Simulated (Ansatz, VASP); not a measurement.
This is a calculation of AlNi3 for VASP 6.6.1.

Contents of INCAR:

```
SYSTEM = AlNi3
  ALGO = Normal
  EDIFF = 1E-6
  ENCUT = 590
  GGA = PS
  GGA_COMPAT = .FALSE.
  ISIF = 2
  ISMEAR = -1
  ISPIN = 2
  LASPH = .TRUE.
  LCHARG = .FALSE.
  LMAXMIX = 4
  LORBIT = 11
  LREAL = .FALSE.
  LWAVE = .FALSE.
  MAGMOM = 0.733333 0.733333 0.733333 0
  NBANDS = 40
  NELM = 200
  NUPDOWN = 2.2
  PREC = Accurate
  SIGMA = 0.05
```

Contents of KPOINTS:

```
k-points
0
G
  6 6 6
  0 0 0
```

Contents of POSCAR:

```
AlNi3
1.0
    3.5230547267      0.0000000000      0.0000000000
    0.0000000000      3.5230547267      0.0000000000
    0.0000000000      0.0000000000      3.5230547267
Ni Al
3 1
Direct
    0.5000000000      0.5000000000      0.0000000000
    0.5000000000      0.0000000000      0.5000000000
    0.0000000000      0.5000000000      0.5000000000
    0.0000000000      0.0000000000      0.0000000000
```

Potentials or basis: VASP PAW PBE potentials, release 64 (Ni_sv_GW, Al).

Run with:

```bash
$ cat potpaw_PBE.64/Ni_sv_GW/POTCAR potpaw_PBE.64/Al/POTCAR > POTCAR
$ mpirun -np 1 vasp_std > vasp.out
```

Question: Set up the same calculation for Ansatz 0.2.0. Potentials there: Ansatz PAW.

Answer: As run (the cutoff follows the program's own potentials):

The input input.yaml:

```yaml
crystal:
  lattice:
    - [3.5230547267, 0.0, 0.0]
    - [0.0, 3.5230547267, 0.0]
    - [0.0, 0.0, 3.5230547267]
  atoms:
    - { symbol: Ni, position: [0.5, 0.5, 0.0], spin: 0.7333333333 }
    - { symbol: Ni, position: [0.5, 0.0, 0.5], spin: 0.7333333333 }
    - { symbol: Ni, position: [0.0, 0.5, 0.5], spin: 0.7333333333 }
    - { symbol: Al, position: [0.0, 0.0, 0.0] }
hamiltonian:
  xc: pbesol
  pseudopotentials: { kind: paw }
magnetization:
  spin_polarized: true
  initial_magnetization: 2.2
  spin_locking: { lock_magnetization: hard }
kpoints:
  mp_grid: { grid: [6, 6, 6] }
scf:
  occupations: { method: fermi_dirac, width: 0.05 }
  lower_state_search: "off"
output:
  forces: true
  stress: true
  eigenvalues: true
```

Potentials or basis: Ansatz PAW.

Launch:

```sh
$ ansatz run input.yaml --threads 2 --pin off --max-ram 5632MiB --backend cpu --events-out ev --progress --plain --runs-dir out
```

Both were run:

|  | VASP | Ansatz | Ansatz less VASP |
| --- | --- | --- | --- |
| pressure (GPa) | -0.2 | 2.9 | +3.08 |
| net moment per atom (μB) | 0.55 | 0.55 | 0.000 |
| size of the moment on the site where the two differ most (μB) | 0.03 | 0.04 | +0.009 |

VASP's potentials were made for PBE, not for PBEsol. Site moments also hang on the region over which each program counts them.
